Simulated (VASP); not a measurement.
A run of VASP 6.6.1:

Contents of INCAR:

```
SYSTEM = CdAg
PREC     = Accurate       ! precision mode
ENCUT    = 520            ! plane-wave cutoff, eV
EDIFF    = 1E-6           ! SCF threshold, eV
ISMEAR   = -1             ! smearing method
SIGMA    = 0.05           ! smearing width, eV
LREAL    = .FALSE.        ! projectors in reciprocal space
LASPH    = .TRUE.         ! aspherical terms in the spheres
NELM     = 60             ! most SCF steps
ALGO     = Normal         ! electronic algorithm
ISIF     = 2              ! what is computed and relaxed
LWAVE    = .FALSE.        ! write WAVECAR
LCHARG   = .FALSE.        ! write CHGCAR
GGA      = CA             ! functional
NBANDS   = 18             ! bands
```

File KPOINTS:

```
regular mesh
0
G
  14 14 14
  0 0 0
```

POSCAR

```
CdAg
1.0
    1.4672486749      0.8471164174      4.6686388070
   -1.4672486749      0.8471164174      4.6686388070
    0.0000000000     -1.6942328348      4.6686388070
Cd Ag
1 1
Direct
    0.5000000000      0.5000000000      0.5000000000
    0.0000000000      0.0000000000      0.0000000000
```

Potentials or basis: VASP PAW LDA potentials, release 64 (Cd, Ag).

Command:

```sh
$ cat potpaw_LDA.64/Cd/POTCAR potpaw_LDA.64/Ag/POTCAR > POTCAR
$ mpirun -np 1 vasp_std > vasp.out
```

Hardware: 1 thread of Intel Xeon 8259CL, with other jobs on the host.

Estimate the wall time of this run.

It took 7.8 min on 1 thread of Intel Xeon 8259CL (shared host), peak memory 0.35 GiB. Counts: scf iterations 11, k points 288.
